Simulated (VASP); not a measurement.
Wanted: the native input for a VASP 6.6.1 run.

| Quantity | Value |
| --- | --- |
| Task | single point |
| Functional | PBE |
| Potentials or basis | VASP PAW PBE potentials, release 64 (Zn, S) |
| Cutoff | 520 eV |
| k mesh | 8 × 8 × 5 |
| Occupations | fermi-dirac, width 0.03 eV |
| Spin | no spin polarisation |
| Dipole correction | no |
| Further INCAR settings | ALGO = Normal; EDIFF = 1e-07; NBANDS = 26 |

The structure of ZnS lies in POSCAR:

```
ZnS
1.0
    3.8109987816      0.0190549939      0.0190549939
   -1.8889972820      3.2908942616      0.0069746118
    0.0311700000      0.0311700000      6.2340000000
Zn S
2 2
Direct
    0.3333333333      0.6666666667      0.0000000000
    0.6666666667      0.3333333333      0.5000000000
    0.3333333333      0.6666666667      0.3850000000
    0.6666666667      0.3333333333      0.8850000000
```

This cell differs from its parent crystal: equal xy, yz and zx shear strains of +1 %.

One way to write it, as run:

INCAR

```
  PREC = Accurate
  ENCUT = 520
  EDIFF = 1E-7
  ISMEAR = -1
  SIGMA = 0.03
  LREAL = False
  LASPH = True
  NELM = 100
  ALGO = Normal
  ISIF = 2
  LWAVE = False
  LCHARG = True
  GGA = PE
  LELF = True
  LVHAR = True
  NBANDS = 26
```

KPOINTS

```
Automatic mesh
0
Gamma
  8 8 5
```

Potentials or basis: VASP PAW PBE potentials, release 64 (Zn, S).

Launch:

```console
$ cat potpaw_PBE.64/Zn/POTCAR potpaw_PBE.64/S/POTCAR > POTCAR
$ mpirun -np 1 vasp_std > vasp.out
```

Results of the run:

```
Pressure               : 2.5 GPa
Largest force          : 0.345 eV/Å
Band gap on the k mesh : 2.24 eV
```

Caveat: the cell differs from its parent crystal (equal xy, yz and zx shear strains of +1 %).

It took 4.7 min on 1 thread of Intel Xeon 8259CL, on a shared host, peak memory 0.38 GiB.
